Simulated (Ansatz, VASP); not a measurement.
This is a calculation of AlNi for Ansatz 0.2.0.

Contents of input.yaml:

```yaml
crystal:
  lattice:
    - [1.938694, -1.95319015, 0.0]
    - [1.938694, 1.95319015, 0.0]
    - [0.0, 0.0, 3.0994300413]
  atoms:
    - { symbol: Ni, position: [0.5, 0.5, 0.5] }
    - { symbol: Al, position: [0.0, 0.0, 0.0] }
hamiltonian:
  xc: pbesol
  pseudopotentials: { kind: paw }
magnetization:
  spin_polarized: true
  initial_magnetization: 0.0
  spin_locking: { lock_magnetization: hard }
kpoints:
  mp_grid: { grid: [8, 8, 7] }
scf:
  occupations: { method: fermi_dirac, width: 0.05 }
  lower_state_search: "off"
output:
  forces: true
  stress: true
  eigenvalues: true
```

Potentials or basis: Ansatz PAW.

Run with:

```console
$ ansatz run input.yaml --threads 2 --pin off --max-ram 5632MiB --backend cpu --events-out ev --progress --plain --runs-dir out
```

Task: Set up the same calculation for VASP 6.6.1. Potentials there: VASP PAW PBE potentials, release 64 (Ni, Al).

Result: As run (the cutoff follows the program's own potentials):

The input INCAR:

```
PREC     = Accurate       # precision mode
ENCUT    = 520            # plane-wave cutoff, eV
EDIFF    = 1E-6           # SCF threshold, eV
ISMEAR   = -1             # smearing method
SIGMA    = 0.05           # smearing width, eV
LREAL    = False          # projectors in reciprocal space
LASPH    = True           # aspherical terms in the spheres
NELM     = 150            # most SCF steps
ALGO     = Normal         # electronic algorithm
ISIF     = 2              # what is computed and relaxed
LWAVE    = False          # write WAVECAR
LCHARG   = True           # write CHGCAR
ISPIN    = 2              # spin polarisation
MAGMOM   = 0 0            # initial moments
LORBIT   = 11             # projections on sites
NUPDOWN  = 0.0            # fixed moment
LMAXMIX  = 4              # l up to which the mixer works
GGA      = PS             # functional
LELF     = True           # ELF
LVHAR    = True         
NBANDS   = 18             # bands
```

Contents of KPOINTS:

```
Automatic mesh
0
Gamma
  8 8 7
```

File POSCAR:

```
AlNi
1.0
    1.9386940000     -1.9531901500      0.0000000000
    1.9386940000      1.9531901500      0.0000000000
    0.0000000000      0.0000000000      3.0994300413
Ni Al
1 1
Direct
    0.5000000000      0.5000000000      0.5000000000
    0.0000000000      0.0000000000      0.0000000000
```

Potentials or basis: VASP PAW PBE potentials, release 64 (Ni, Al).

Command:

```sh
$ cat potpaw_PBE.64/Ni/POTCAR potpaw_PBE.64/Al/POTCAR > POTCAR
$ mpirun -np 1 vasp_std > vasp.out
```

Both were run:

|  | VASP | Ansatz | Ansatz less VASP |
| --- | --- | --- | --- |
| pressure (GPa) | 0.5 | 0.4 | -0.10 |
| traceless stress, the component that is largest in VASP (GPa) | -3.28 | -3.13 | +0.144 |
| net moment per atom (μB) | 0.00 | 0.00 | 0.000 |

VASP's potentials were made for PBE, not for PBEsol. VASP's potentials hold 13 valence electrons a cell and Ansatz's 21, so a difference there can come from the potentials and not from the codes.
